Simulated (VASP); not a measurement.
# RbBr (Amm2) in VASP: further runs

Runs on RbBr. Level: PBEsol. Tasks: single point.

Everything below comes from runs of VASP 6.6.1. Logs are shortened: lines on timing, memory, paths and dates and some standing lists are left out, and cuts for length are marked.

### Step 1. The cell of the first run

It takes space group Amm2 (No. 38, orthorhombic). The conventional cell has a = 4.070 Å, b = 5.756 Å, c = 5.756 Å, α = 90.00°, β = 90.00°, γ = 90.00°. Within 3.5 Å of Rb (site symmetry mm2) lie 2 Br at 2.65 Å. Br (site symmetry mm2) has 2 Rb at 2.65 Å within 3.5 Å.

### Step 2. Single point, PBEsol (mode 5 frozen in at -0.432 Å and mode 6 at -0.432 Å (largest displacements))

INCAR reads:

```
  PREC = Accurate
  ENCUT = 520
  EDIFF = 1E-6
  ISMEAR = 0
  SIGMA = 0.05
  LREAL = F
  LASPH = T
  NELM = 80
  ALGO = Normal
  ISIF = 2
  LWAVE = F
  LCHARG = T
  GGA = PS
  LELF = T
  LVHAR = T
  NBANDS = 15
```

KPOINTS reads:

```
Automatic mesh
0
Gamma
  6 6 6
```

POSCAR reads:

```
RbBr
1.0
    4.0701688540      0.0000000000      0.0000000000
    0.0000000000      4.0701688540      0.0000000000
    0.0000000000      0.0000000000      4.0701688540
Rb Br
1 1
Direct
    0.0000000000     -0.0992287032     -0.0992287032
    0.5000000000      0.6061381027      0.6061381027
```

Potentials or basis: VASP PAW PBE potentials, release 64 (Rb_sv, Br).

Launch:

```bash
$ cat potpaw_PBE.64/Rb_sv/POTCAR potpaw_PBE.64/Br/POTCAR > POTCAR
$ mpirun -np 1 vasp_std > vasp.out
```

OUTCAR:

```text
PREC = Accurate
   ENCUT = 520
   EDIFF = 1E-6
   ISMEAR = 0
   LREAL = F
   LASPH = T
   NELM = 80
   ISIF = 2
   GGA = PS

 ion  position               nearest neighbor table
   1  0.000  0.901  0.901-   2 2.65   2 2.65   2 3.72   2 3.72   2 3.72   2 3.72
   2  0.500  0.606  0.606-   1 2.65   1 2.65   1 3.72   1 3.72   1 3.72   1 3.72

  LATTYP: Found a simple cubic cell.
 ALAT       =     4.0701688540

  Lattice vectors:

 A1 = (   4.0701688540,   0.0000000000,   0.0000000000)
 A2 = (   0.0000000000,   4.0701688540,   0.0000000000)
 A3 = (   0.0000000000,   0.0000000000,   4.0701688540)

Analysis of symmetry for initial positions (statically):
=====================================================================
 Subroutine PRICEL returns:
 Original cell was already a primitive cell.

 Routine SETGRP: Setting up the symmetry group for a
 simple cubic supercell.

 Subroutine GETGRP returns: Found  4 space group operations
 (whereof  4 operations were pure point group operations)
 out of a pool of 48 trial point group operations.

The static configuration has the point symmetry C_2v.

Analysis of symmetry for dynamics (positions and initial velocities):
=====================================================================
 Subroutine PRICEL returns:
 Original cell was already a primitive cell.

 Routine SETGRP: Setting up the symmetry group for a
 simple cubic supercell.

 Subroutine GETGRP returns: Found  4 space group operations
 (whereof  4 operations were pure point group operations)
 out of a pool of 48 trial point group operations.

The dynamic configuration has the point symmetry C_2v.

 Subroutine INISYM returns: Found  4 space group operations
 (whereof  4 operations are pure point group operations),
 and found     1 'primitive' translations

----------------------------------------------------------------------------------------

                                     Primitive cell

  volume of cell :      67.4275

  direct lattice vectors                    reciprocal lattice vectors
     4.070168854  0.000000000  0.000000000     0.245690053  0.000000000  0.000000000
     0.000000000  4.070168854  0.000000000     0.000000000  0.245690053  0.000000000
     0.000000000  0.000000000  4.070168854     0.000000000  0.000000000  0.245690053

  length of vectors
     4.070168854  4.070168854  4.070168854     0.245690053  0.245690053  0.245690053

  position of ions in fractional coordinates (direct lattice)
     0.000000000  0.900771297  0.900771297
     0.500000000  0.606138103  0.606138103

  ion indices of the primitive-cell ions
   primitive index   ion index
                 1           1
                 2           2

----------------------------------------------------------------------------------------

 KPOINTS: Automatic mesh

Automatic generation of k-mesh.
 Grid dimensions read from file:
 generate k-points for:    6    6    6

 Generating k-lattice:

  Cartesian coordinates                     Fractional coordinates (reciprocal lattice)
     0.040948342  0.000000000  0.000000000     0.166666667  0.000000000  0.000000000
     0.000000000  0.040948342  0.000000000     0.000000000  0.166666667  0.000000000
     0.000000000  0.000000000  0.040948342     0.000000000  0.000000000  0.166666667

  Length of vectors
     0.040948342  0.040948342  0.040948342

  Shift w.r.t. Gamma in fractional coordinates (k-lattice)
     0.000000000  0.000000000  0.000000000

 Subroutine IBZKPT returns following result:
 ===========================================

 Found     52 irreducible k-points:

 Following reciprocal coordinates:
            Coordinates               Weight
  0.000000  0.000000  0.000000      1.000000
  0.166667  0.000000  0.000000      2.000000
  0.000000  0.166667  0.000000      4.000000
  0.333333  0.000000  0.000000      2.000000
  0.000000  0.333333  0.000000      4.000000
  0.500000  0.000000  0.000000      1.000000
[... 16 lines left out ...]
  0.333333  0.000000  0.500000      4.000000
  0.500000  0.500000  0.000000      2.000000
 [... further k-points ...]
   k-points           NKPTS =     52   k-points in BZ     NKDIM =     52   number of bands    NBANDS=     15
   number of dos      NEDOS =    301   number of ions     NIONS =      2
   total plane-waves  NPLWV =  27000
   dimension x,y,z NGX =    30 NGY =   30 NGZ =   30
   dimension x,y,z NGXF=    60 NGYF=   60 NGZF=   60
   ions per type =               1   1
   NGX,Y,Z   is equivalent  to a cutoff of  12.25, 12.25, 12.25 a.u.
   NGXF,Y,Z  is equivalent  to a cutoff of  24.51, 24.51, 24.51 a.u.
 SYSTEM =  unknown system
   PREC   = accura    normal or accurate (medium, high low for compatibility)
   ISTART =      0    job   : 0-new  1-cont  2-samecut
   ICHARG =      2    charge: 1-file 2-atom 10-const
   ISPIN  =      1    spin polarized calculation?
   LNONCOLLINEAR =      F non collinear calculations
   LSORBIT =      F    spin-orbit coupling
   LASPH  =      T    aspherical Exc in radial PAW
   ENCUT  =  520.0 eV  38.22 Ry    6.18 a.u.   7.57  7.57  7.57*2*pi/ulx,y,z
   NELM   =     80;   NELMIN=  2; NELMDL= -5     # of ELM steps
   EDIFF  = 0.1E-05   stopping-criterion for ELM
   LREAL  =      F    real-space projection
   EDIFFG = 0.1E-04   stopping-criterion for IOM
   NSW    =      0    number of steps for IOM
   IBRION =     -1    ionic relax: 0-MD 1-quasi-New 2-CG
   NFREE  =      0    steps in history (QN), initial steepest desc. (CG)
   ISIF   =      2    stress and relaxation
   ISYM   =      2    0-nonsym 1-usesym 2-fastsym
   POTIM  = 0.5000    time-step for ionic-motion
   TEBEG  =    0.0;   TEEND  =   0.0 temperature during run
   PSTRESS=    0.0 pullay stress
   NELECT =      16.0000    total number of electrons
   NUPDOWN=      -1.0000    fix difference up-down
   EMIN   =  10.00;   EMAX   =-10.00  energy-range for DOS
   EFERMI =   0.00;   METHOD = LEGACY
   ISMEAR =     0;   SIGMA  =   0.05  broadening in eV -4-tet -1-fermi 0-gaus
   EFERMI_NEDOS =   21; number of points for ismear=-14 and -15
   IALGO  =     38    algorithm
   IMIX   =      4    mixing-type and parameters
     AMIX     =   0.40;   BMIX     =  1.00
     AMIX_MAG =   1.60;   BMIX_MAG =  1.00
  volume/ion in A,a.u.               =      33.71       227.51
  Fermi-wavevector in a.u.,A,eV,Ry     =   1.013528  1.915290 13.976434  1.027239
  Thomas-Fermi vector in A             =   2.146702
   LORBIT       =      0    0 simple, 1 ext, 2 COOP (PROOUT), +10 PAW based schemes
   GGA     = PS    functional components
   LHFCALC =     F    Hartree Fock is set to
   AEXX    =    0.0000 exact exchange contribution
   IVDW    =     0    specifies the selected vdW correction
   LEPSILON=     F    determine dielectric tensor
   LRPA    =     F    only Hartree local field effects (RPA)
 non-spin polarized calculation
 Gauss-broadening in eV      SIGMA  =   0.05
  energy-cutoff  :      520.00
  volume of cell :       67.43
 maximum number of plane-waves:      1856
   NGX = 15   NGY = 15   NGZ = 15

 number of electron      16.0000000 magnetization

 Free energy of the ion-electron system (eV)
  ---------------------------------------------------
  ext. energy  EPLUGINS =         0.00000000
  ---------------------------------------------------
  free energy    TOTEN  =        -4.86645687 eV

  energy without entropy =       -4.86645687  energy(sigma->0) =       -4.86645687

 E-fermi :  -0.4273     XC(G=0):  -8.0603

 val. band max:       -0.6432864479   @ k =   0.5000   0.3333   0.0000
 cond. band min:       3.4018518694   @ k =   0.0000   0.0000   0.0000
 fundamental gap:      4.0451383173
 Fermi energy:        -0.4272873932

 k-point     1 :       0.0000    0.0000    0.0000
  band No.  band energies     occupation
      1     -25.2949      2.00000
      2     -13.7201      2.00000
      3      -9.6315      2.00000
      4      -9.2699      2.00000
      5      -9.1185      2.00000
      6      -1.3152      2.00000
      7      -1.1789      2.00000
      8      -0.8451      2.00000
      9       3.4019      0.00000
     10       5.7865      0.00000
     11       6.8544      0.00000
     12       8.7991      0.00000
     13       9.2837      0.00000
     14       9.9527      0.00000
     15      10.1383      0.00000

 k-point     2 :       0.1667    0.0000    0.0000
  band No.  band energies     occupation
      1     -25.2821      2.00000
      2     -13.8056      2.00000
      3      -9.6785      2.00000
      4      -9.2574      2.00000
      5      -9.0272      2.00000
      6      -1.2737      2.00000
      7      -1.2359      2.00000
      8      -0.9610      2.00000
      9       4.0053      0.00000
     10       5.5598      0.00000
     11       6.5434      0.00000
     12       7.6170      0.00000
     13       9.5285      0.00000
     14      10.5929      0.00000
     15      10.8055      0.00000

 k-point     3 :       0.0000    0.1667    0.0000
  band No.  band energies     occupation
      1     -25.2876      2.00000
      2     -13.7249      2.00000
      3      -9.6127      2.00000
      4      -9.3356      2.00000
      5      -9.0990      2.00000
      6      -1.5978      2.00000
      7      -1.1838      2.00000
      8      -0.8998      2.00000
      9       3.9205      0.00000
     10       6.0077      0.00000
     11       7.0744      0.00000
     12       8.7268      0.00000
     13       8.8991      0.00000
     14       9.8842      0.00000
     15      10.0925      0.00000
[... 343 lines left out ...]
 k-point    23 :       0.3333    0.0000    0.5000
  band No.  band energies     occupation
      1     -25.2300      2.00000
      2     -13.8369      2.00000
      3      -9.9271      2.00000
      4      -9.3119      2.00000
      5      -9.1442      2.00000
      6      -1.9817      2.00000
      7      -1.2870      2.00000
      8      -0.7172      2.00000
      9       5.2209      0.00000
     10       6.2681      0.00000
     11       6.9035      0.00000
     12       8.1735      0.00000
     13       8.7664      0.00000
     14      10.6458      0.00000
     15      11.4307      0.00000

 k-point    24 :       0.5000    0.5000    0.0000
  band No.  band energies     occupation
      1     -25.2180      2.00000
      2     -13.8750      2.00000
      3      -9.9093      2.00000
      4      -9.2829      2.00000
      5      -9.2802      2.00000
      6      -1.7783      2.00000
      7      -1.3879      2.00000
      8      -0.6526      2.00000
      9       5.0566      0.00000
     10       6.3212      0.00000
     11       7.3234      0.00000
     12       7.4237      0.00000
     13       9.3752      0.00000
     14      10.5593      0.00000
     15      11.4462      0.00000

 [... further k-points ...]
[... 5 lines left out ...]
  --------------------------------------------------------------------------------------
  -------------------------------------------------------------------------------------
  Total        8.4595538      3.0632756      3.0632756     -0.0000000      3.2038079      0.0000000
  in kB      201.0114331     72.7879319     72.7879319     -0.0000000     76.1271861      0.0000000
  external PRESSURE =     115.5290990 kB  Pullay stress =       0.0000000 kB

 VOLUME and BASIS-vectors are now :
 -----------------------------------------------------------------------------
  energy-cutoff  :      520.00
  volume of cell :       67.43
      direct lattice vectors                 reciprocal lattice vectors
     4.070168854  0.000000000  0.000000000     0.245690053  0.000000000  0.000000000
     0.000000000  4.070168854  0.000000000     0.000000000  0.245690053  0.000000000
     0.000000000  0.000000000  4.070168854     0.000000000  0.000000000  0.245690053

 POSITION                                       TOTAL-FORCE (eV/Angst)
 -----------------------------------------------------------------------------------
      0.00000      3.66629      3.66629         0.000000      2.639621      2.639621
      2.03508      2.46708      2.46708         0.000000     -2.639621     -2.639621
 -----------------------------------------------------------------------------------
    total drift:                                0.000000     -0.000123     -0.000122

  FREE ENERGIE OF THE ION-ELECTRON SYSTEM (eV)
  ---------------------------------------------------
  free  energy   TOTEN  =        -4.8664568671 eV

  energy  without entropy=       -4.8664568671  energy(sigma->0) =       -4.86645687
```

Wall time 39 s (1 thread of Intel Xeon 6975P-C (Granite Rapids), shared host); peak memory 0.19 GiB.

What came out:

| Quantity | Value |
| --- | --- |
| Free energy | -4.8665 eV |
| Pressure | 11.6 GPa |
| Largest force | 3.733 eV/Å |
| Band gap on the k mesh | 4.05 eV, indirect (least direct gap 4.25 eV) |

Forces on the atoms (eV/Å):
```
Rb   0.000  2.640  2.640
Br   0.000 -2.640 -2.640
```

Stress tensor (GPa, compression positive):
```
20.10  0.00  0.00
 0.00  7.28  7.61
 0.00  7.61  7.28
```

Caveat: the cell differs from its parent crystal (mode 5 frozen in at -0.432 Å and mode 6 at -0.432 Å (largest displacements)); the PAW data sets were made with another functional, which shifts forces and pressure a little.

(Part 1 of 2 ends here.)
